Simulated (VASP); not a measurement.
## HfSi3: single point with PBE

HfSi3:

```xyz
20
Lattice="7.0272 -0.0673 -0.4403 -0.0646 6.8064 0.1250 -0.4533 0.1241 7.0959" Properties=species:S:1:pos:R:3 pbc="T T T"
Si   -0.4416    0.4451    6.5053
Si    3.5355    2.3081    6.4385
Si    6.1875    4.7263    2.3709
Si    3.7693    0.9127    3.1073
Si    2.9119    4.4047    4.3356
Si    4.9758    2.9971    4.5653
Si    2.1451    7.0529    6.4479
Si    1.1247    3.2629    3.1311
Si   -0.4314    5.2644    5.1065
Si    2.6505    5.5582    2.0640
Si    1.6437    6.6174    4.1525
Si    2.7813    4.6606    6.7575
Si    0.7583    2.6464    5.7176
Si    6.1862    2.2664    0.7432
Si    4.4633    6.3747    5.1497
Hf    0.6475    4.4932    0.5521
Hf    4.9283   -0.1448    0.7319
Hf    3.9215    3.2922    1.9201
Hf    6.3903    1.0685    3.3466
Hf    1.5455    1.0786    1.5380
```

- Program: VASP 6.6.1
- Task: single point
- Functional: PBE
- Potentials or basis: VASP PAW PBE potentials, release 64 (Si, Hf_pv)
- Cutoff: 520 eV
- k mesh: 2 × 2 × 2, shifted
- Occupations: gaussian, width 0.1 eV
- Spin: no spin polarisation
- Dipole correction: no
- Further INCAR settings: LREAL = Auto; ALGO = Normal; EDIFF = 1e-06; NBANDS = 71; ISYM = 0

```
Pressure               : -0.1 GPa
Largest force          : 0.032 eV/Å
Band gap on the k mesh : 0.15 eV, indirect (least direct gap 0.16 eV)
```

Forces in eV/Å, atoms in the order of the input:
```
Si  -0.007  0.000 -0.008
Si   0.003 -0.003  0.010
Si   0.013  0.004  0.013
Si   0.006 -0.003  0.007
Si   0.007 -0.002 -0.007
Si  -0.008  0.016 -0.001
Si   0.003  0.018 -0.004
Si  -0.004  0.003  0.001
Si  -0.014 -0.005  0.006
Si  -0.008  0.004  0.007
Si   0.021 -0.001 -0.007
Si   0.001  0.007 -0.003
Si  -0.004 -0.005  0.004
Si  -0.002 -0.003 -0.001
Si   0.003 -0.009  0.003
Hf  -0.007  0.005 -0.001
Hf   0.008 -0.004 -0.001
Hf  -0.005 -0.017  0.023
Hf  -0.004 -0.002 -0.032
Hf  -0.002 -0.003 -0.010
```

Levels at points of the mesh, in eV from the valence-band top:
| k point | band 52 | band 53 | band 54 | band 55 | band 56 | band 57 | band 58 | band 59 |
| --- | --- | --- | --- | --- | --- | --- | --- | --- |
| (0.25, 0.25, 0.25) | -1.00 | -0.57 | -0.38 | -0.21 | 0.15 | 0.48 | 0.67 | 0.87 |

Run time: 81 s on 1 thread of AMD EPYC 9R45 96-Core Processor (Zen 5), with other jobs on the host, peak memory 0.37 GiB.

Caveat: spin-orbit coupling is left out, which moves the levels of the heavy elements.
